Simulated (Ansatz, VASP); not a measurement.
# One calculation of I, two programs

```
CELL_PARAMETERS angstrom
0.00000 2.36560 3.90984
2.19225 0.00000 3.90984
2.19225 2.36560 0.00000
ATOMIC_POSITIONS crystal
I 0.00000 0.00000 0.00000
```

Alike in both runs: task relaxation of cell and atoms; functional RPBE; k mesh 9 × 9 × 9; occupations fermi-dirac, width 0.05 eV; no spin polarisation.

|  | VASP | Ansatz |
| --- | --- | --- |
| version | VASP 6.6.1 | Ansatz 0.2.0 |
| potentials or method | VASP PAW PBE potentials, release 64 (I) | Ansatz PAW |
| plane-wave cutoff (eV) | 600 | 420 |
| valence electrons in the cell | 7 | 17 |

VASP gave:

```
relaxed volume (Å³/atom)                                        : 60.46
relaxed length of the cell vector where the two differ most in proportion (Å) : 6.087
```

What did Ansatz give for the same quantities?

Relaxed volume (Å³/atom): 60.18; relaxed length of the cell vector where the two differ most in proportion (Å): 6.052.

VASP's potentials were made for PBE, not for RPBE. VASP's potentials hold 7 valence electrons a cell and Ansatz's 17, so a difference there can come from the potentials and not from the codes.

Neither program's run includes spin-orbit coupling. Noted on VASP's run: the volume moved by over 15 % at a fixed basis, so the end points are rough. Noted on Ansatz's run: the volume moved by over 15 % at a fixed basis, so the end points are rough; the plane-wave basis is chosen anew once the cell has moved, so the energies of steps on either side of that aren't comparable.
